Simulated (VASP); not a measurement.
# B3As2 (P-3m1) in VASP: single point with PBE

Aim: the single point of B3As2 with PBE.

Program: VASP 6.6.1. These are calculated values, not measurements. Logs are shortened: lines on timing, memory, paths and dates and some standing lists are left out, and cuts for length are marked.

### 1 The cell of the first run

Symmetry: P-3m1, No. 164, trigonal system. The conventional cell has a = 3.186 Å, b = 3.186 Å, c = 6.767 Å, α = 90.00°, β = 90.00°, γ = 120.00°. B (site symmetry -3m) has 6 As at 2.22 Å within 2.9 Å. B (site symmetry 3m) has 3 B at 1.85 Å and 1 As at 2.06 Å within 2.5 Å. Within 2.7 Å of As (site symmetry 3m) lie 4 B at 2.06 to 2.22 Å.

### 2 Single point, PBE

The input, POSCAR:

```
B3As2
1.0
    3.1860246437      0.0000000000      0.0000000000
   -1.5930123218      2.7591782785      0.0000000000
    0.0000000000      0.0000000000      6.7665572561
B As
3 2
Direct
    0.0000000000      0.0000000000      0.0000000000
    0.3333333333      0.6666666667      0.4881155562
    0.6666666667      0.3333333333      0.5118844438
    0.3333333333      0.6666666667      0.1834098153
    0.6666666667      0.3333333333      0.8165901847
```

The input, INCAR.step1:

```
PREC = Accurate ; ENCUT = 520
EDIFF = 1E-6 ; ISMEAR = 0
SIGMA = 0.1 ; LREAL = F
LASPH = T ; NELM = 100
ALGO = Normal ; ISIF = 2
LWAVE = F ; LCHARG = T
GGA = PE ; NBANDS = 18
```

The input, KPOINTS.step1:

```
regular mesh
0
Gamma
  12 12 6
```

The input, INCAR.step2:

```
PREC = Accurate ; ENCUT = 520
EDIFF = 1E-6 ; ISMEAR = -5
SIGMA = 0.1 ; LREAL = F
LASPH = T ; NELM = 100
ALGO = Normal ; ISIF = 2
LWAVE = F ; LCHARG = F
GGA = PE ; LORBIT = 11
NEDOS = 1001 ; ICHARG = 11
```

The input, KPOINTS.step2:

```
regular mesh
0
Gamma
  18 18 9
```

Potentials or basis: VASP PAW PBE potentials, release 64 (B, As).

Command:

```sh
cat potpaw_PBE.64/B/POTCAR potpaw_PBE.64/As/POTCAR > POTCAR
cp INCAR.step1 INCAR
cp KPOINTS.step1 KPOINTS
mpirun -np 1 vasp_std > vasp.out
cp INCAR.step2 INCAR
cp KPOINTS.step2 KPOINTS
mpirun -np 1 vasp_std > vasp.out
```

OUTCAR:

```text
PREC = Accurate
   ENCUT = 520
   EDIFF = 1E-6
   ISMEAR = -5
   LREAL = F
   LASPH = T
   NELM = 100
   ISIF = 2
   GGA = PE
   LORBIT = 11
   ICHARG = 11

 ion  position               nearest neighbor table
   1  0.000  0.000  0.000-   4 2.22   5 2.22   4 2.22   5 2.22   5 2.22   4 2.22
   2  0.333  0.667  0.488-   3 1.85   3 1.85   3 1.85   4 2.06
   3  0.667  0.333  0.512-   2 1.85   2 1.85   2 1.85   5 2.06
   4  0.333  0.667  0.183-   2 2.06   1 2.22   1 2.22   1 2.22
   5  0.667  0.333  0.817-   3 2.06   1 2.22   1 2.22   1 2.22

  LATTYP: Found a hexagonal cell.
 ALAT       =     3.1860246437
 C/A-ratio  =     2.1238245189

  Lattice vectors:

 A1 = (   3.1860246437,   0.0000000000,   0.0000000000)
 A2 = (  -1.5930123218,   2.7591782785,   0.0000000000)
 A3 = (   0.0000000000,   0.0000000000,   6.7665572561)

Analysis of symmetry for initial positions (statically):
=====================================================================
 Subroutine PRICEL returns:
 Original cell was already a primitive cell.

 Routine SETGRP: Setting up the symmetry group for a
 hexagonal supercell.

 Subroutine GETGRP returns: Found 12 space group operations
 (whereof 12 operations were pure point group operations)
 out of a pool of 24 trial point group operations.

The static configuration has the point symmetry D_3d.

Analysis of symmetry for dynamics (positions and initial velocities):
=====================================================================
 Subroutine PRICEL returns:
 Original cell was already a primitive cell.

 Routine SETGRP: Setting up the symmetry group for a
 hexagonal supercell.

 Subroutine GETGRP returns: Found 12 space group operations
 (whereof 12 operations were pure point group operations)
 out of a pool of 24 trial point group operations.

The dynamic configuration has the point symmetry D_3d.

 Subroutine INISYM returns: Found 12 space group operations
 (whereof 12 operations are pure point group operations),
 and found     1 'primitive' translations

----------------------------------------------------------------------------------------

                                     Primitive cell

  volume of cell :      59.4835

  direct lattice vectors                    reciprocal lattice vectors
     3.186024644  0.000000000  0.000000000     0.313870767  0.181213372  0.000000000
    -1.593012322  2.759178278  0.000000000     0.000000000  0.362426744  0.000000000
     0.000000000  0.000000000  6.766557256     0.000000000  0.000000000  0.147785641

  length of vectors
     3.186024644  3.186024644  6.766557256     0.362426744  0.362426744  0.147785641

[... 114 lines left out ...]
   LHFCALC =     F    Hartree Fock is set to
   AEXX    =    0.0000 exact exchange contribution
   IVDW    =     0    specifies the selected vdW correction
   LEPSILON=     F    determine dielectric tensor
   LRPA    =     F    only Hartree local field effects (RPA)
 non-spin polarized calculation
 Fermi weights with tetrahedron method with Bloechl corrections
  energy-cutoff  :      520.00
  volume of cell :       59.48
 maximum number of plane-waves:      1622

 number of electron      18.9999999 magnetization

 Free energy of the ion-electron system (eV)
  ---------------------------------------------------
  ext. energy  EPLUGINS =         0.00000000
  ---------------------------------------------------
  free energy    TOTEN  =       -26.35817256 eV

  energy without entropy =      -26.35817256  energy(sigma->0) =      -26.35817256

 E-fermi :   6.2537     XC(G=0): -11.1090

 val. band max:        6.3257762863   @ k =  -0.0556   0.4444   0.2222
 cond. band min:       6.1284371273   @ k =   0.0000   0.2222   0.1111
 fundamental gap:     -0.1973391590
 Fermi energy:         6.2537074531

 k-point     1 :       0.0000    0.0000    0.0000
  band No.  band energies     occupation
      1      -9.5739      2.00000
      2      -6.6491      2.00000
      3      -4.7428      2.00000
      4       2.1694      2.00000
      5       3.6479      2.00000
      6       6.2904      1.97137
      7       6.2904      1.93814
      8       6.4799      0.00000
      9       6.4800      0.00000
     10       9.1803      0.00000
     11       9.1803      0.00000
     12      11.4174      0.00000
     13      11.5160      0.00000
[... 354 lines left out ...]
  band No.  band energies     occupation
      1      -6.2706      2.00000
      2      -4.8409      2.00000
      3      -2.0107      2.00000
      4      -1.5031      2.00000
      5       0.1416      2.00000
      6       0.5632      2.00000
      7       2.0280      2.00000
      8       4.2662      2.00000
      9       4.4903      2.00000
     10       6.0616      1.99862
     11       7.3170      0.00000
     12       8.8859      0.00000
     13       9.9850      0.00000

 [... further k-points ...]

------------------------ aborting loop because EDIFF is reached ----------------------------------------

  FORCE on cell =-STRESS in cart. coord.  units (eV):
  Direction    XX          YY          ZZ          XY          YZ          ZX
  --------------------------------------------------------------------------------------
  -------------------------------------------------------------------------------------
  Total       -0.0104038     -0.0104038      0.7112338     -0.0000000      0.0000000     -0.0000000
  in kB       -0.2802243     -0.2802243     19.1569466     -0.0000000      0.0000000     -0.0000000
  external PRESSURE =       6.1988327 kB  Pullay stress =       0.0000000 kB

 VOLUME and BASIS-vectors are now :
 -----------------------------------------------------------------------------
  energy-cutoff  :      520.00
  volume of cell :       59.48
      direct lattice vectors                 reciprocal lattice vectors
     3.186024644  0.000000000  0.000000000     0.313870767  0.181213372  0.000000000
    -1.593012322  2.759178278  0.000000000     0.000000000  0.362426744  0.000000000
     0.000000000  0.000000000  6.766557256     0.000000000  0.000000000  0.147785641

 POSITION                                       TOTAL-FORCE (eV/Angst)
 -----------------------------------------------------------------------------------
      0.00000      0.00000      0.00000         0.000000      0.000000      0.000000
     -0.00000      1.83945      3.30286         0.000000      0.000000      0.007268
      1.59301      0.91973      3.46370        -0.000000     -0.000000     -0.007268
     -0.00000      1.83945      1.24105        -0.000000     -0.000000     -0.018463
      1.59301      0.91973      5.52550         0.000000      0.000000      0.018463
 -----------------------------------------------------------------------------------
    total drift:                                0.000000      0.000000     -0.000000

  FREE ENERGIE OF THE ION-ELECTRON SYSTEM (eV)
  ---------------------------------------------------
  free  energy   TOTEN  =       -26.3581725573 eV

  energy  without entropy=      -26.3581725573  energy(sigma->0) =      -26.35817256

 total charge

# of ion       s       p       d       tot
------------------------------------------
    1        0.652   1.112   0.000   1.764
    2        0.691   1.100   0.000   1.791
    3        0.691   1.100   0.000   1.791
    4        1.279   1.397   0.096   2.773
    5        1.279   1.397   0.096   2.773
--------------------------------------------------
tot          4.592   6.106   0.193  10.891
```

Run time: 2.4 min. Hardware: 1 thread of AMD EPYC 7R13 (Zen 3), shared host; peak memory 0.3 GiB.

What came out:

```yaml
Valence_electrons_inside_the_program's_atomic_spheres: B 1.76, 1.79 (each value once); As 2.77
```
